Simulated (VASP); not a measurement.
KTaO3:

```xyz
5
Lattice="3.9883 0.0000 0.0000 0.0000 3.9883 0.0000 0.0000 0.0000 3.9883" Properties=species:S:1:pos:R:3 pbc="T T T"
K     1.9942    1.9942    1.9942
Ta    0.0000    0.0000    0.0000
O     1.9942    0.0000    0.0000
O     0.0000    1.9942    0.0000
O     0.0000    0.0000    1.9942
```

```yaml
Program: VASP 6.6.1
Task: relaxation of cell and atoms
Functional: PBE
Potentials_or_basis: VASP PAW PBE potentials, release 64 (K_sv, Ta_pv, O)
Cutoff: 600 eV
k_mesh: 8 × 8 × 8
Occupations: gaussian, width 0.02 eV
Spin: no spin polarisation
```

At the start: pressure 5.9 GPa; volume 12.69 Å³/atom.

Problem. Where does the relaxation end?

Solution. Over 19 steps the energy falls by 6.8 meV/atom and the volume is 13.07 Å³/atom (+3.0 %); space group Pm-3m (No. 221, to 0.1 Å) before and after.

The path:
```
step  energy change (eV)  largest force (eV/Å)  pressure (GPa)  volume (Å³)
   1              0.0000                0.0000            5.90        63.44
   2              0.0186                0.0000           -6.49        67.83
   3             -0.0339                0.0000           -0.05        65.34
   4             -0.0338                0.0000            0.07        65.31
   5             -0.0339                0.0000            0.07        65.31
   6             -0.0339                0.0000            0.07        65.31
   7             -0.0339                0.0000            0.06        65.31
   8             -0.0339                0.0000            0.06        65.31
   9             -0.0339                0.0000            0.06        65.31
  10             -0.0339                0.0000            0.06        65.31
  11             -0.0339                0.0000            0.06        65.31
  12             -0.0339                0.0000            0.06        65.31
  13             -0.0339                0.0000            0.07        65.31
  14             -0.0339                0.0000            0.07        65.31
  15             -0.0339                0.0000            0.07        65.32
  16             -0.0339                0.0000            0.04        65.33
  17             -0.0339                0.0000           -0.03        65.34
  18             -0.0339                0.0000           -0.03        65.33
  19             -0.0339                0.0000           -0.02        65.33
```

Final structure:
```yaml
crystal:
  lattice:
    - [4.02752, 0.00000, 0.00000]
    - [0.00000, 4.02752, 0.00000]
    - [0.00000, 0.00000, 4.02752]
  atoms:
    - { symbol: K, position: [0.50000, 0.50000, 0.50000] }
    - { symbol: Ta, position: [0.00000, 0.00000, 0.00000] }
    - { symbol: O, position: [0.50000, 0.00000, 0.00000] }
    - { symbol: O, position: [0.00000, 0.50000, 0.00000] }
    - { symbol: O, position: [0.00000, 0.00000, 0.50000] }
```
